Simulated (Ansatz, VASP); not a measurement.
## InAs in VASP and in Ansatz

INCAR

```
SYSTEM = InAs
PREC = Accurate ; ENCUT = 520
EDIFF = 1E-6 ; ISMEAR = 0
SIGMA = 0.15 ; LREAL = .FALSE.
LASPH = .TRUE. ; NELM = 100
ALGO = Normal ; ISIF = 2
LWAVE = .FALSE. ; LCHARG = .TRUE.
GGA = PS ; LELF = .TRUE.
LVHAR = .TRUE. ; NBANDS = 16
```

The input KPOINTS:

```
regular mesh
0
G
  18 18 18
  0 0 0
```

The input POSCAR:

```
InAs
1.0
    0.0000000000      3.0893889560      2.9524209728
    3.0893889560      0.0000000000      2.9524209728
    3.0893889560      3.0893889560      0.0000000000
In As
1 1
Direct
    0.0000000000      0.0000000000      0.0000000000
    0.7500000000      0.7500000000      0.7500000000
```

Input for Ansatz:

```yaml
crystal:
  lattice:
    - [0.0, 3.089388956, 2.9524209728]
    - [3.089388956, 0.0, 2.9524209728]
    - [3.089388956, 3.089388956, 0.0]
  atoms:
    - { symbol: In, position: [0.0, 0.0, 0.0] }
    - { symbol: As, position: [0.75, 0.75, 0.75] }
basis:
  ecutwfc: 420
kpoints:
  mp_grid: { grid: [18, 18, 18] }
hamiltonian:
  xc: pbesol
scf:
  occupations: { method: gaussian, width: 0.15 }
output:
  forces: true
  stress: true
  eigenvalues: true
```

Change from the starting cell: strain +0.015 along x and y, -0.030 along z, atoms carried along.

Alike in both runs: task single point; functional PBEsol; k mesh 18 × 18 × 18; occupations gaussian, width 0.15 eV; no spin polarisation.

|  | VASP | Ansatz |
| --- | --- | --- |
| version | VASP 6.6.1 | Ansatz 0.2.0 |
| potentials or method | VASP PAW PBE potentials, release 64 (In_d, As), cutoff 520 eV | scalar-relativistic, plane waves, PAW |
| valence electrons in the cell | 18 | 28 |

VASP gave:

| Quantity | Value |
| --- | --- |
| gap on the k mesh at the Fermi level (eV) | none |
| pressure (GPa) | 0.1 |
| traceless stress, the component that is largest in VASP (GPa) | 0.95 |

What did Ansatz give for the same quantities?

gap on the k mesh at the Fermi level (eV): none; pressure (GPa): 0.0; traceless stress, the component that is largest in VASP (GPa): 0.95.

VASP's potentials were made for PBE, not for PBEsol. A gap of «none» marks a metal or a gap that the smearing closes. VASP's potentials hold 18 valence electrons a cell and Ansatz's 28, so a difference there can come from the potentials and not from the codes.
